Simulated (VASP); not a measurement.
# CuNi2: single point with PBE

CuNi2:

```
Cu Ni
1.0
     2.51404    0.00000    0.00000
    -1.25702    2.17722    0.00000
     0.00000    0.00000   12.01093
Cu Ni
2 4
Direct
  0.33333 0.66667 0.08333
  0.66667 0.33333 0.91667
  0.33333 0.66667 0.75000
  0.33333 0.66667 0.41667
  0.66667 0.33333 0.25000
  0.66667 0.33333 0.58333
```

```
Program             : VASP 6.6.1
Task                : single point
Functional          : PBE
Potentials or basis : VASP PAW PBE potentials, release 64 (Cu, Ni)
Cutoff              : 520 eV
k mesh              : 6 × 6 × 2
Occupations         : gaussian, width 0.1 eV
Spin                : collinear spin, ferromagnetic start
Starting moments    : [0.0, 0.0, 2.0, 2.0, 2.0, 2.0] μB
```

| Property | Result |
| --- | --- |
| Pressure | 4.8 GPa |
| Largest force | 0.321 eV/Å |
| Net moment | 2.11 μB per cell |
| Site moments | Cu -0.01; Ni +0.40, +0.69 (each value once) μB |
| Valence electrons inside the program's atomic spheres | Cu 10.09; Ni 9.32, 9.29 (each value once) |

Forces in eV/Å, atoms in the order of the input:
```
Cu   0.000  0.000  0.261
Cu   0.000  0.000 -0.261
Ni   0.000  0.000 -0.321
Ni   0.000  0.000  0.058
Ni   0.000  0.000  0.321
Ni   0.000  0.000 -0.058
```

Stress tensor (GPa, compression positive):
```
 1.67  0.00  0.00
 0.00  1.67  0.00
 0.00  0.00 10.96
```

Levels at points of the mesh, in eV from the Fermi level:
Spin up:
```csv
k point,band 31,band 32,band 33,band 34,band 35,band 36
"(0.00, 0.00, 0.00)",-1.00,-0.66,-0.66,-0.65,-0.65,-0.26
"(0.50, 0.00, 0.00)",0.22,0.54,0.96,1.67,2.23,2.76
"(0.00, 0.00, 0.50)",-1.01,-1.01,-0.67,-0.67,-0.65,-0.65
"(0.50, 0.00, 0.50)",0.47,0.92,1.05,1.18,2.27,2.79
```
Spin down:
```csv
k point,band 28,band 29,band 30,band 31,band 32,band 33,band 34,band 35
"(0.00, 0.00, 0.00)",-0.81,-0.81,-0.41,-0.41,-0.29,-0.12,-0.12,0.01
"(0.50, 0.00, 0.00)",0.22,0.25,0.26,0.26,0.61,1.29,1.74,2.39
"(0.00, 0.00, 0.50)",-1.08,-0.80,-0.80,-0.41,-0.41,-0.12,-0.12,0.01
"(0.50, 0.00, 0.50)",0.22,0.25,0.26,0.64,1.07,1.27,1.30,2.40
```

Wall time 94 s on 1 thread of AMD EPYC 9R45 96-Core Processor (Zen 5), with other jobs on the host, peak memory 0.2 GiB.

Caveat: the k points lie up to 0.48 Å⁻¹ apart.
